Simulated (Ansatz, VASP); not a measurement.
## CdSe: VASP beside Ansatz

File INCAR:

```
PREC = Accurate
ENCUT = 520
EDIFF = 1E-7
ISMEAR = -1
SIGMA = 0.01
LREAL = F
LASPH = T
NELM = 150
ALGO = Normal
ISIF = 2
LWAVE = F
LCHARG = T
MAGMOM = 0 0 0 0 0 0
LORBIT = 11
LSORBIT = T
GGA_COMPAT = F
LORBMOM = T
GGA = PS
LVHAR = T
NBANDS = 30
```

Contents of KPOINTS:

```
regular mesh
0
Gamma
  6 6 6
```

Contents of POSCAR:

```
CdSe
1.0
    3.0109012695      3.0109012695      0.0000000000
   -3.0109012695      3.0109012695      0.0000000000
    0.0000000000      3.0109012695      3.0843388759
Cd Se
1 1
Direct
    0.0000000000      0.0000000000      0.0000000000
    0.7500000000      0.2500000000      0.5000000000
```

Input for Ansatz:

```yaml
crystal:
  lattice:
    - [3.01090126947, 3.01090126947, 0.0]
    - [-3.01090126947, 3.01090126947, 0.0]
    - [0.0, 3.01090126947, 3.08433887591]
  atoms:
    - { symbol: Cd, position: [0.0, 0.0, 0.0] }
    - { symbol: Se, position: [0.75, 0.25, 0.5] }
kpoints:
  mp_grid: { grid: [6, 6, 6] }
scf:
  occupations: { method: fermi_dirac, width: 0.01 }
  convergence: { dr2_threshold: 1.0e-10 }
hamiltonian:
  xc: pbesol
  pseudopotentials: { kind: all_electron, lapw: { basis_error: 0.0005 } }
magnetization:
  noncollinear: true
  spin_orbit: true
output:
  forces: true
  stress: true
  eigenstates:
    kpoints:
      - [0.0, 0.0, 0.0]
      - [-0.5, -0.5, -0.5]
      - [-0.5, 0.5, 0.0]
      - [0.0, 0.0, -0.5]
      - [0.0, -0.5, -0.5]
      - [0.0, 0.5, 0.0]
      - [-0.5, 0.0, 0.0]
      - [-0.5, 0.0, -0.5]
  eigenvalues: true
```

Change from the starting cell: film at in-plane strain -0.01.

Alike in both runs: task single point; functional PBEsol; k mesh 6 × 6 × 6; occupations fermi-dirac, width 0.01 eV; non-collinear spin, spin-orbit coupling.

|  | VASP | Ansatz |
| --- | --- | --- |
| version | VASP 6.6.1 | Ansatz 0.2.0 |
| potentials or method | VASP PAW PBE potentials, release 64 (Cd, Se), cutoff 520 eV | all-electron LAPW |

Ansatz gave:

* pressure (GPa): 0.3
* traceless stress, the component that is largest in VASP (GPa): -0.30

Question: Which values does VASP return?

Answer: Pressure (GPa): 0.6; traceless stress, the component that is largest in VASP (GPa): -0.29.

VASP's potentials were made for PBE, not for PBEsol. Ansatz ran all-electron here, and VASP with PAW potentials.
